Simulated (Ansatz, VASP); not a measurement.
## One calculation of RbBr, two programs

POSCAR

```
RbBr
1.0
    0.0000000000      3.4039993070      3.4039993070
    3.4039993070      0.0000000000      3.4039993070
    3.4039993070      3.4039993070      0.0000000000
Rb Br
1 1
Direct
    0.0000000000      0.0000000000      0.0000000000
    0.5000000000      0.5000000000      0.5000000000
```

File INCAR.step1:

```
SYSTEM = RbBr
PREC     = Accurate       ! precision mode
ENCUT    = 520            ! plane-wave cutoff, eV
ISMEAR   = -1             ! smearing method
SIGMA    = 0.05           ! smearing width, eV
LREAL    = .FALSE.        ! projectors in reciprocal space
LASPH    = .TRUE.         ! aspherical terms in the spheres
NELM     = 80             ! most SCF steps
NBANDS   = 15             ! bands
GGA      = PE             ! functional
ALGO     = Normal         ! electronic algorithm
EDIFF    = 1E-4           ! SCF threshold, eV
LWAVE    = .TRUE.         ! write WAVECAR
LCHARG   = .FALSE.        ! write CHGCAR
```

File INCAR.step2:

```
SYSTEM = RbBr
PREC     = Accurate       ! precision mode
ENCUT    = 520            ! plane-wave cutoff, eV
EDIFF    = 1E-6           ! SCF threshold, eV
ISMEAR   = -1             ! smearing method
SIGMA    = 0.05           ! smearing width, eV
LREAL    = .FALSE.        ! projectors in reciprocal space
LASPH    = .TRUE.         ! aspherical terms in the spheres
NELM     = 80             ! most SCF steps
ALGO     = Normal         ! electronic algorithm
ISIF     = 2              ! what is computed and relaxed
LWAVE    = .FALSE.        ! write WAVECAR
LCHARG   = .FALSE.        ! write CHGCAR
METAGGA  = R2SCAN         ! meta-GGA
LMIXTAU  = .TRUE.       
NBANDS   = 15             ! bands
ISTART   = 1
```

File KPOINTS:

```
regular mesh
0
G
  7 7 7
  0 0 0
```

input.yaml

```yaml
crystal:
  lattice:
    - [0.0, 3.403999307, 3.403999307]
    - [3.403999307, 0.0, 3.403999307]
    - [3.403999307, 3.403999307, 0.0]
  atoms:
    - { symbol: Rb, position: [0.0, 0.0, 0.0] }
    - { symbol: Br, position: [0.5, 0.5, 0.5] }
hamiltonian:
  xc: r2scan
  pseudopotentials: { kind: paw }
kpoints:
  mp_grid: { grid: [7, 7, 7] }
scf:
  occupations: { method: fermi_dirac, width: 0.05 }
output:
  forces: true
  stress: true
  eigenvalues: true
```

Alike in both runs: task single point; functional r2SCAN; k mesh 7 × 7 × 7; occupations fermi-dirac, width 0.05 eV; no spin polarisation.

```csv
,VASP,Ansatz
version,VASP 6.6.1,Ansatz 0.2.0
potentials or method,"VASP PAW PBE potentials, release 64 (Rb_sv, Br)",Ansatz PAW
plane-wave cutoff (eV),520,500
valence electrons in the cell,16,16
```

|  | VASP | Ansatz | Ansatz less VASP |
| --- | --- | --- | --- |
| gap on the k mesh at the Fermi level (eV) | 5.02 | 5.02 | +0.002 |
| least direct gap on the mesh (eV) | 5.02 | 5.02 | +0.002 |
| pressure (GPa) | 0.8 | 0.8 | +0.02 |

VASP's potentials were made for PBE, not for r2SCAN.

Noted on Ansatz's run: odd divisions of the mesh miss points on the zone boundary, where band edges often lie, so the gap on the mesh can be too wide.
